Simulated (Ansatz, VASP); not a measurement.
# Two plane-wave programs on Pd

The input POSCAR:

```
Pd
1.0
   -1.5929712806      1.5929712806      1.5929712806
    1.5929712806     -1.5929712806      1.5929712806
    1.5929712806      1.5929712806     -1.5929712806
Pd
1
Direct
    0.0000000000      0.0000000000      0.0000000000
```

The input INCAR.step1:

```
PREC = Accurate
ENCUT = 690
ISMEAR = -1
SIGMA = 0.05
LREAL = F
LASPH = T
NELM = 120
NBANDS = 15
GGA = PE
ALGO = Normal
EDIFF = 1E-5
LWAVE = T
LCHARG = F
GGA_COMPAT = F
```

Contents of INCAR.step2:

```
PREC = Accurate
ENCUT = 690
EDIFF = 1E-6
ISMEAR = -1
SIGMA = 0.05
LREAL = F
LASPH = T
NELM = 120
ALGO = Normal
ISIF = 2
LWAVE = F
LCHARG = F
METAGGA = R2SCAN
LMIXTAU = T
NBANDS = 15
ISTART = 1
GGA_COMPAT = F
```

KPOINTS

```
regular mesh
0
Gamma
  12 12 12
```

Contents of input.yaml:

```yaml
crystal:
  lattice:
    - [-1.5929712806, 1.5929712806, 1.5929712806]
    - [1.5929712806, -1.5929712806, 1.5929712806]
    - [1.5929712806, 1.5929712806, -1.5929712806]
  atoms:
    - { symbol: Pd, position: [0.0, 0.0, 0.0] }
hamiltonian:
  xc: r2scan
  pseudopotentials: { kind: paw }
kpoints:
  mp_grid: { grid: [12, 12, 12] }
scf:
  occupations: { method: fermi_dirac, width: 0.05 }
output:
  forces: true
  stress: true
  eigenvalues: true
  write_density: true
  write_potential: true
  elf: true
  volumetric_format: npy
```

Alike in both runs: task single point; functional r2SCAN; k mesh 12 × 12 × 12; occupations fermi-dirac, width 0.05 eV; no spin polarisation.

```csv
,VASP,Ansatz
version,VASP 6.6.1,Ansatz 0.2.0
potentials or method,"VASP PAW PBE potentials, release 64 (Pd_sv_GW)",Ansatz PAW
plane-wave cutoff (eV),690,500
valence electrons in the cell,18,18
```

```tsv
	VASP	Ansatz	Ansatz less VASP
gap on the k mesh at the Fermi level (eV)	none	none	-
pressure (GPa)	-10.7	-10.8	-0.07
```

VASP's potentials were made for PBE, not for r2SCAN. A gap of «none» marks a metal or a gap that the smearing closes. With one functional, cell and mesh, what is left measures potentials, basis and numerics.
